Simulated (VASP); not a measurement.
# Te (P6_3/mmc) in VASP: further runs, part 3 of 3

VASP 6.6.1. Earlier steps stand in the parts before.

## Step 5: Single point, PBEsol

This run uses another cell than the first one, of 22.41 Å³/atom, 1.118 times its volume.

INCAR

```
SYSTEM = Te
PREC = Accurate
ENCUT = 520
EDIFF = 1E-7
ISMEAR = -1
SIGMA = 0.08
LREAL = .FALSE.
LASPH = .TRUE.
NELM = 60
ALGO = Normal
ISIF = 2
LWAVE = .FALSE.
LCHARG = .FALSE.
GGA = PS
NBANDS = 13
```

KPOINTS

```
Automatic mesh
0
G
  14 14 8
  0 0 0
```

POSCAR

```
Te
1.0
    3.3179174489      0.0000000000      0.0000000000
   -1.6589587244      2.8734007984      0.0000000000
    0.0000000000      0.0000000000      4.7019278580
Te
2
Direct
    0.3333333333      0.6666666667      0.2500000000
    0.6666666667      0.3333333333      0.7500000000
```

On the command line:

```console
> cat potpaw_PBE.64/Te/POTCAR > POTCAR
> mpirun -np 1 vasp_std > vasp.out
```

It took 24 s on 1 thread of Intel Xeon 6975P-C (Granite Rapids), shared host; peak memory 0.2 GiB.

Results (log left out):

```yaml
Free_energy: -6.1085 eV
Pressure: 19.6 GPa
Band_gap_on_the_k_mesh: zero (band 6 reaches 14.56 eV, above the bottom of band 7 at 9.14 eV)
```

Stress tensor (GPa, compression positive):
```
19.55  0.00  0.00
 0.00 19.55  0.00
 0.00  0.00 19.64
```

Levels at points of the mesh, in eV from the Fermi level:
| k point | band 4 | band 5 | band 6 | band 7 | band 8 | band 9 |
| --- | --- | --- | --- | --- | --- | --- |
| (0.00, 0.00, 0.00) | 0.66 | 0.66 | 3.15 | 3.15 | 5.32 | 5.89 |
| (0.50, 0.00, 0.00) | -4.25 | -3.66 | -2.39 | -1.66 | 2.68 | 2.72 |
| (0.00, 0.00, 0.50) | -0.57 | 1.91 | 1.91 | 1.91 | 1.91 | 6.90 |
| (0.50, 0.00, 0.50) | -7.53 | -0.59 | -0.59 | 1.18 | 1.18 | 5.37 |

Caveat: the PAW data sets were made with another functional, which shifts forces and pressure a little; spin-orbit coupling is left out, which moves the levels of the heavy elements.

## Step 6: Single point, PBEsol

This run uses another cell than the first one, of 24.77 Å³/atom, 1.235 times its volume.

INCAR

```
PREC     = Accurate       # precision mode
ENCUT    = 520            # plane-wave cutoff, eV
EDIFF    = 1E-6           # SCF threshold, eV
ISMEAR   = -1             # smearing method
SIGMA    = 0.08           # smearing width, eV
LREAL    = False          # projectors in reciprocal space
LASPH    = True           # aspherical terms in the spheres
NELM     = 80             # most SCF steps
ALGO     = Normal         # electronic algorithm
ISIF     = 2              # what is computed and relaxed
LWAVE    = False          # write WAVECAR
LCHARG   = True           # write CHGCAR
GGA      = PS             # functional
LELF     = True           # ELF
LVHAR    = True         
NBANDS   = 13             # bands
```

KPOINTS

```
regular mesh
0
Gamma
  14 14 8
```

POSCAR

```
Te
1.0
    3.5595680759      0.0000000000      0.0000000000
   -1.7797840379      3.0826763802      0.0000000000
    0.0000000000      0.0000000000      4.5152125765
Te
2
Direct
    0.3333333333      0.6666666667      0.2500000000
    0.6666666667      0.3333333333      0.7500000000
```

Potentials or basis: VASP PAW PBE potentials, release 64 (Te).

On the command line:

```console
> cat potpaw_PBE.64/Te/POTCAR > POTCAR
> mpirun -np 1 vasp_std > vasp.out
```

OUTCAR:

```text
PREC = Accurate
   ENCUT = 520
   EDIFF = 1E-6
   ISMEAR = -1
   LREAL = False
   LASPH = True
   NELM = 80
   ISIF = 2
   GGA = PS

 ion  position               nearest neighbor table
   1  0.333  0.667  0.250-   2 3.05   2 3.05   2 3.05   2 3.05   2 3.05   2 3.05
   2  0.667  0.333  0.750-   1 3.05   1 3.05   1 3.05   1 3.05   1 3.05   1 3.05

  LATTYP: Found a hexagonal cell.
 ALAT       =     3.5595680759
 C/A-ratio  =     1.2684720394

  Lattice vectors:

 A1 = (   3.5595680759,   0.0000000000,   0.0000000000)
 A2 = (  -1.7797840379,   3.0826763802,   0.0000000000)
 A3 = (   0.0000000000,   0.0000000000,   4.5152125765)

Analysis of symmetry for initial positions (statically):
=====================================================================
 Subroutine PRICEL returns:
 Original cell was already a primitive cell.

 Routine SETGRP: Setting up the symmetry group for a
 hexagonal supercell.

 Subroutine GETGRP returns: Found 24 space group operations
 (whereof 12 operations were pure point group operations)
 out of a pool of 24 trial point group operations.

The static configuration has the point symmetry D_3d.
 The point group associated with its full space group is D_6h.

[... 167 lines left out ...]

 k-point     1 :       0.0000    0.0000    0.0000
  band No.  band energies     occupation
      1      -5.5087      2.00000
      2       0.6542      2.00000
      3       3.2667      2.00000
      4       9.1786      1.99955
      5       9.1786      1.99955
      6      11.9037      0.00000
      7      11.9037      0.00000
      8      13.6956      0.00000
      9      14.9107      0.00000
     10      16.7509      0.00000
     11      18.3887      0.00000
     12      18.3887      0.00000
     13      19.9017      0.00000
[... 354 lines left out ...]
  band No.  band energies     occupation
      1      -1.9685      2.00000
      2      -1.4154      2.00000
      3       3.6093      2.00000
      4       7.0982      2.00000
      5       7.2663      2.00000
      6       7.7668      2.00000
      7       7.8050      2.00000
      8       9.6511      1.84686
      9      13.6641      0.00000
     10      17.2087      0.00000
     11      19.1028      0.00000
     12      19.2486      0.00000
     13      23.7054      0.00000

 [... further k-points ...]
[... 5 lines left out ...]
  --------------------------------------------------------------------------------------
  -------------------------------------------------------------------------------------
  Total        3.2090227      3.2090227      3.2621737      0.0000000     -0.0000000      0.0000000
  in kB      103.7719392    103.7719392    105.4907134      0.0000000     -0.0000000      0.0000000
  external PRESSURE =     104.3448640 kB  Pullay stress =       0.0000000 kB

 VOLUME and BASIS-vectors are now :
 -----------------------------------------------------------------------------
  energy-cutoff  :      520.00
  volume of cell :       49.55
      direct lattice vectors                 reciprocal lattice vectors
     3.559568076  0.000000000  0.000000000     0.280932961  0.162196721  0.000000000
    -1.779784038  3.082676380  0.000000000     0.000000000  0.324393441  0.000000000
     0.000000000  0.000000000  4.515212576     0.000000000  0.000000000  0.221473515

 POSITION                                       TOTAL-FORCE (eV/Angst)
 -----------------------------------------------------------------------------------
     -0.00000      2.05512      1.12880        -0.000000     -0.000000      0.000000
      1.77978      1.02756      3.38641         0.000000      0.000000      0.000000
 -----------------------------------------------------------------------------------
    total drift:                               -0.000000      0.000000      0.000000

  FREE ENERGIE OF THE ION-ELECTRON SYSTEM (eV)
  ---------------------------------------------------
  free  energy   TOTEN  =        -6.5278287026 eV

  energy  without entropy=       -6.4975513393  energy(sigma->0) =       -6.51269002
```

Run time: 32 s. Hardware: 1 thread of Intel Xeon Platinum 8375C at 2.90GHz (Ice Lake), shared host; peak memory 0.21 GiB.

Results:

```
Free energy            : -6.5278 eV
Pressure               : 10.4 GPa
Band gap on the k mesh : zero (band 6 reaches 11.90 eV, above the bottom of band 7 at 7.80 eV)
```

Stress tensor (GPa, compression positive):
```
10.38  0.00  0.00
 0.00 10.38  0.00
 0.00  0.00 10.55
```

Caveat: the PAW data sets were made with another functional, which shifts forces and pressure a little; spin-orbit coupling is left out, which moves the levels of the heavy elements.

## Step 7: Summary

| cell | gap on the mesh (eV) | pressure (GPa) |
| --- | --- | --- |
| a = 3.138, b = 3.138, c = 4.704 Å, angles 90.0, 90.0, 120.0°, 2 atoms | none | 38.3 |
| a = 3.318, b = 3.318, c = 4.702 Å, angles 90.0, 90.0, 120.0°, 2 atoms | none | 19.6 |
| a = 3.560, b = 3.560, c = 4.515 Å, angles 90.0, 90.0, 120.0°, 2 atoms | none | 10.4 |

Alike in all rows: task single point; level PBEsol; potentials or basis VASP PAW PBE potentials, release 64 (Te); no spin polarisation; k mesh 14 × 14 × 8; cutoff (eV) 520; smearing fermi-dirac 0.08 eV.

Caveats: the PAW data sets were made with another functional, which shifts forces and pressure a little; spin-orbit coupling is left out, which moves the levels of the heavy elements.

Absolute energies hang on the potentials; compare differences alone.
